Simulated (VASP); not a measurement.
# NaH (I4/mmm) in VASP: notebook

The runs below take NaH through single point, with r2SCAN.

Everything below comes from runs of VASP 6.6.1. Logs are shortened: lines on timing, memory, paths and dates and some standing lists are left out, and cuts for length are marked.

**1. The cell of the first run**

Symmetry: I4/mmm, No. 139, tetragonal system. Conventional cell: a = 3.497 Å, b = 3.497 Å, c = 5.046 Å, α = 90.00°, β = 90.00°, γ = 90.00°. Within 3.3 Å of Na (site symmetry 4/mmm) lie 6 H at 2.47 to 2.52 Å. Within 3.3 Å of H (site symmetry 4/mmm) lie 6 Na at 2.47 to 2.52 Å.

**2. Single point, r2SCAN (15.43 Å³/atom)**

Input file POSCAR:

```
NaH
1.0
    0.0000000000      2.4728019580      2.5227525576
    2.4728019580      0.0000000000      2.5227525576
    2.4728019580      2.4728019580      0.0000000000
Na H
1 1
Direct
    0.0000000000      0.0000000000      0.0000000000
    0.5000000000      0.5000000000      0.5000000000
```

Input file INCAR.step1:

```
  PREC = Accurate
  ENCUT = 520
  ISMEAR = -1
  SIGMA = 0.2
  LREAL = F
  LASPH = T
  NELM = 80
  NBANDS = 11
  GGA = PE
  ALGO = Normal
  EDIFF = 1E-4
  LWAVE = T
  LCHARG = F
```

Input file INCAR.step2:

```
  PREC = Accurate
  ENCUT = 520
  EDIFF = 1E-6
  ISMEAR = -1
  SIGMA = 0.2
  LREAL = F
  LASPH = T
  NELM = 80
  ALGO = Normal
  ISIF = 2
  LWAVE = F
  LCHARG = T
  METAGGA = R2SCAN
  LMIXTAU = T
  LELF = T
  LVHAR = T
  NBANDS = 11
  ISTART = 1
```

Input file KPOINTS:

```
regular mesh
0
Gamma
  10 10 10
```

Potentials or basis: VASP PAW PBE potentials, release 64 (Na_pv, H).

Run with:

```sh
> cat potpaw_PBE.64/Na_pv/POTCAR potpaw_PBE.64/H/POTCAR > POTCAR
> cp INCAR.step1 INCAR
> mpirun -np 1 vasp_std > vasp.out
> cp INCAR.step2 INCAR
> mpirun -np 1 vasp_std > vasp.out
```

OUTCAR:

```text
PREC = Accurate
   ENCUT = 520
   EDIFF = 1E-6
   ISMEAR = -1
   LREAL = F
   LASPH = T
   NELM = 80
   ISIF = 2
   METAGGA = R2SCAN
   ISTART = 1

 ion  position               nearest neighbor table
   1  0.000  0.000  0.000-
   2  0.500  0.500  0.500-

  LATTYP: Found a body centered tetragonal cell.
 ALAT       =     3.4970700661
 C/A-ratio  =     1.4427806764

  Lattice vectors:

 A1 = (  -2.4728019580,   0.0000000000,   2.5227525576)
 A2 = (   2.4728019580,   0.0000000000,   2.5227525576)
 A3 = (   0.0000000000,   2.4728019580,  -2.5227525576)

Analysis of symmetry for initial positions (statically):
=====================================================================
 Subroutine PRICEL returns:
 Original cell was already a primitive cell.

 Routine SETGRP: Setting up the symmetry group for a
 body centered tetragonal supercell.

 Subroutine GETGRP returns: Found 16 space group operations
 (whereof 16 operations were pure point group operations)
 out of a pool of 16 trial point group operations.

The static configuration has the point symmetry D_4h.

Analysis of symmetry for dynamics (positions and initial velocities):
=====================================================================
 Subroutine PRICEL returns:
 Original cell was already a primitive cell.

 Routine SETGRP: Setting up the symmetry group for a
 body centered tetragonal supercell.

 Subroutine GETGRP returns: Found 16 space group operations
 (whereof 16 operations were pure point group operations)
 out of a pool of 16 trial point group operations.

The dynamic configuration has the point symmetry D_4h.

 Subroutine INISYM returns: Found 16 space group operations
 (whereof 16 operations are pure point group operations),
 and found     1 'primitive' translations

----------------------------------------------------------------------------------------

                                     Primitive cell

  volume of cell :      30.8520

  direct lattice vectors                    reciprocal lattice vectors
     0.000000000  2.472801958  2.522752558    -0.202199775  0.202199775  0.198196212
     2.472801958  0.000000000  2.522752558     0.202199775 -0.202199775  0.198196212
     2.472801958  2.472801958  0.000000000     0.202199775  0.202199775 -0.198196212

  length of vectors
     3.532567054  3.532567054  3.497070066     0.347924182  0.347924182  0.347924182

  position of ions in fractional coordinates (direct lattice)
[... 79 lines left out ...]
   EDIFF  = 0.1E-05   stopping-criterion for ELM
   LREAL  =      F    real-space projection
[... 7 lines left out ...]
   TEBEG  =    0.0;   TEEND  =   0.0 temperature during run
   PSTRESS=    0.0 pullay stress
   NELECT =       8.0000    total number of electrons
   NUPDOWN=      -1.0000    fix difference up-down
   EMIN   =  10.00;   EMAX   =-10.00  energy-range for DOS
   EFERMI =   0.00;   METHOD = LEGACY
   ISMEAR =    -1;   SIGMA  =   0.20  broadening in eV -4-tet -1-fermi 0-gaus
   EFERMI_NEDOS =   21; number of points for ismear=-14 and -15
   IALGO  =     38    algorithm
   IMIX   =      4    mixing-type and parameters
     AMIX     =   0.40;   BMIX     =  1.00
     AMIX_MAG =   1.60;   BMIX_MAG =  1.00
  volume/ion in A,a.u.               =      15.43       104.10
  Fermi-wavevector in a.u.,A,eV,Ry     =   1.043944  1.972767 14.827878  1.089818
  Thomas-Fermi vector in A             =   2.178675
   LORBIT       =      0    0 simple, 1 ext, 2 COOP (PROOUT), +10 PAW based schemes
   METAGGA = R2SCAN    functional components
   LHFCALC =     F    Hartree Fock is set to
   AEXX    =    0.0000 exact exchange contribution
   IVDW    =     0    specifies the selected vdW correction
   LEPSILON=     F    determine dielectric tensor
   LRPA    =     F    only Hartree local field effects (RPA)
 non-spin polarized calculation
  energy-cutoff  :      520.00
  volume of cell :       30.85
 maximum number of plane-waves:       869
 NGX is ok and might be reduce to    28
   NGX = 13   NGY = 13   NGZ = 13

 number of electron       8.0000001 magnetization

 Free energy of the ion-electron system (eV)
  ---------------------------------------------------
  ext. energy  EPLUGINS =         0.00000000
  ---------------------------------------------------
  free energy    TOTEN  =        -7.57332014 eV

  energy without entropy =       -7.57330721  energy(sigma->0) =       -7.57331368

 E-fermi :   0.5944     XC(G=0):  -7.8136

 val. band max:       -1.7042038170   @ k =  -0.3000   0.2000   0.5000
 cond. band min:       2.5067935832   @ k =   0.5000  -0.0000   0.0000
 fundamental gap:      4.2109974002
 Fermi energy:         0.5944088067

 k-point     1 :       0.0000    0.0000    0.0000
  band No.  band energies     occupation
      1     -24.7850      2.00000
      2     -24.7785      2.00000
      3     -24.7783      2.00000
      4      -5.0176      2.00000
      5       8.9306      0.00000
      6      13.9211      0.00000
      7      14.0194      0.00000
      8      14.0195      0.00000
      9      14.6706      0.00000
     10      14.7064      0.00000
     11      14.7064      0.00000
[... 309 lines left out ...]
 k-point    24 :       0.4000    0.3000    0.0000
  band No.  band energies     occupation
      1     -24.8310      2.00000
      2     -24.7967      2.00000
      3     -24.7943      2.00000
      4      -2.7695      2.00000
      5       4.3359      0.00000
      6       7.9082      0.00000
      7       9.8096      0.00000
      8      10.6270      0.00000
      9      12.4912      0.00000
     10      19.1130      0.00000
     11      20.8782      0.00000

 [... further k-points ...]

------------------------ aborting loop because EDIFF is reached ----------------------------------------

  FORCE on cell =-STRESS in cart. coord.  units (eV):
  Direction    XX          YY          ZZ          XY          YZ          ZX
  --------------------------------------------------------------------------------------
  -------------------------------------------------------------------------------------
  Total       -0.4454809     -0.4454809     -0.5191870      0.0000000     -0.0000000     -0.0000000
  in kB      -23.1342972    -23.1342972    -26.9619344      0.0000000     -0.0000000     -0.0000000
  external PRESSURE =     -24.4101763 kB  Pullay stress =       0.0000000 kB

 VOLUME and BASIS-vectors are now :
 -----------------------------------------------------------------------------
  energy-cutoff  :      520.00
  volume of cell :       30.85
      direct lattice vectors                 reciprocal lattice vectors
     0.000000000  2.472801958  2.522752558    -0.202199775  0.202199775  0.198196212
     2.472801958  0.000000000  2.522752558     0.202199775 -0.202199775  0.198196212
     2.472801958  2.472801958  0.000000000     0.202199775  0.202199775 -0.198196212

 POSITION                                       TOTAL-FORCE (eV/Angst)
 -----------------------------------------------------------------------------------
      0.00000      0.00000      0.00000         0.000000      0.000000     -0.000000
      2.47280      2.47280      2.52275        -0.000000     -0.000000      0.000000
 -----------------------------------------------------------------------------------
    total drift:                               -0.000000      0.000000      0.000000

  FREE ENERGIE OF THE ION-ELECTRON SYSTEM (eV)
  ---------------------------------------------------
  free  energy   TOTEN  =        -7.5733201422 eV

  energy  without entropy=       -7.5733072088  energy(sigma->0) =       -7.57331368
```

Run time: 86 s. Hardware: 1 thread of AMD EPYC 9R45 (Zen 5), shared host; peak memory 0.14 GiB.

Results:

| Property | Result |
| --- | --- |
| Free energy | -7.5733 eV |
| Pressure | -2.4 GPa |
| Band gap on the k mesh | 4.21 eV (least direct gap 5.01 eV) |

Stress tensor (GPa, compression positive):
```
-2.31  0.00  0.00
 0.00 -2.31  0.00
 0.00  0.00 -2.70
```

Caveat: the PAW data sets were made with another functional, which shifts forces and pressure a little. A k mesh can miss the band edges.

**3. Single point, r2SCAN (15.43 Å³/atom)**

Input file POSCAR:

```
NaH
1.0
    0.0000000000      2.4399238380      2.5911991160
    2.4399238380      0.0000000000      2.5911991160
    2.4399238380      2.4399238380      0.0000000000
Na H
1 1
Direct
    0.0000000000      0.0000000000      0.0000000000
    0.5000000000      0.5000000000      0.5000000000
```

Input file INCAR.step1:

```
SYSTEM = NaH
PREC = Accurate
ENCUT = 520
ISMEAR = -1
SIGMA = 0.2
LREAL = .False.
LASPH = .True.
NELM = 60
NBANDS = 11
GGA = PE
ALGO = Normal
EDIFF = 1E-4
LWAVE = .True.
LCHARG = .False.
```

Input file INCAR.step2:

```
SYSTEM = NaH
PREC = Accurate
ENCUT = 520
EDIFF = 1E-6
ISMEAR = -1
SIGMA = 0.2
LREAL = .False.
LASPH = .True.
NELM = 60
ALGO = Normal
ISIF = 2
LWAVE = .False.
LCHARG = .False.
METAGGA = R2SCAN
LMIXTAU = .True.
NBANDS = 11
ISTART = 1
```

Input file KPOINTS:

```
Automatic mesh
0
Gamma
  10 10 10
  0 0 0
```

Potentials or basis: VASP PAW PBE potentials, release 64 (Na_pv, H).

Run with:

```sh
> cat potpaw_PBE.64/Na_pv/POTCAR potpaw_PBE.64/H/POTCAR > POTCAR
> cp INCAR.step1 INCAR
> mpirun -np 1 vasp_std > vasp.out
> cp INCAR.step2 INCAR
> mpirun -np 1 vasp_std > vasp.out
```

It took 77 s on 1 thread of AMD EPYC 9R45 (Zen 5), shared host; peak memory 0.14 GiB.

Results (log left out):

| Item | Value |
| --- | --- |
| Free energy | -7.5692 eV |
| Pressure | -2.4 GPa |
| Band gap on the k mesh | 4.18 eV (least direct gap 4.91 eV) |

Stress tensor (GPa, compression positive):
```
-1.98  0.00  0.00
 0.00 -1.98  0.00
 0.00  0.00 -3.21
```

Levels at points of the mesh, in eV from the valence-band top:
| k point | band 2 | band 3 | band 4 | band 5 | band 6 | band 7 |
| --- | --- | --- | --- | --- | --- | --- |
| (0.00, 0.00, 0.00) | -23.10 | -23.10 | -3.35 | 10.55 | 15.48 | 15.78 |
| (0.50, 0.00, 0.00) | -23.13 | -23.11 | -0.83 | 4.18 | 10.97 | 12.87 |
| (0.50, 0.50, 0.00) | -23.12 | -23.12 | -0.38 | 4.53 | 10.72 | 11.29 |
| (0.50, 0.00, 0.50) | -23.14 | -23.13 | -0.10 | 5.20 | 10.16 | 10.52 |

Caveat: the PAW data sets were made with another functional, which shifts forces and pressure a little. A k mesh can miss the band edges.
